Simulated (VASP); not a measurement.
**Ta: single point with r2SCAN**

Crystal: Ta.

```xyz
1
Lattice="-1.6941 1.6941 1.6941 1.6941 -1.6941 1.6941 1.6941 1.6941 -1.6941" Properties=species:S:1:pos:R:3 pbc="T T T"
Ta    0.0000    0.0000    0.0000
```

```json
{"Program": "VASP 6.6.1", "Task": "single point", "Functional": "r2SCAN", "Potentials or basis": "VASP PAW PBE potentials, release 64 (Ta_pv)", "Cutoff": "520 eV", "k mesh": "8 × 8 × 8", "Occupations": "gaussian, width 0.1 eV", "Spin": "no spin polarisation", "Dipole correction": "no", "Further INCAR settings": "ALGO = Normal; EDIFF = 1e-06; NBANDS = 12"}
```

The pressure is -14.1 GPa.

Levels at points of the mesh, in eV from the Fermi level:
```csv
k point,band 1,band 2,band 3,band 4,band 5,band 6,band 7,band 8,band 9,band 10
"(0.00, 0.00, 0.00)",-34.55,-34.55,-34.55,-8.08,0.80,0.80,0.80,4.02,4.02,11.78
"(0.50, 0.00, 0.00)",-35.51,-34.87,-34.56,-4.26,-1.39,1.09,3.85,4.83,7.33,11.10
"(0.50, 0.50, 0.50)",-35.23,-35.23,-35.23,-3.53,-3.53,6.47,6.47,6.47,8.27,8.27
```

It took 22 s on 1 thread of Intel(R) Xeon(R) Platinum 8559C (Emerald Rapids) (shared host), peak memory 0.14 GiB.

Caveat: the PAW data sets were made with another functional, which shifts forces and pressure a little; spin-orbit coupling is left out, which moves the levels of the heavy elements.
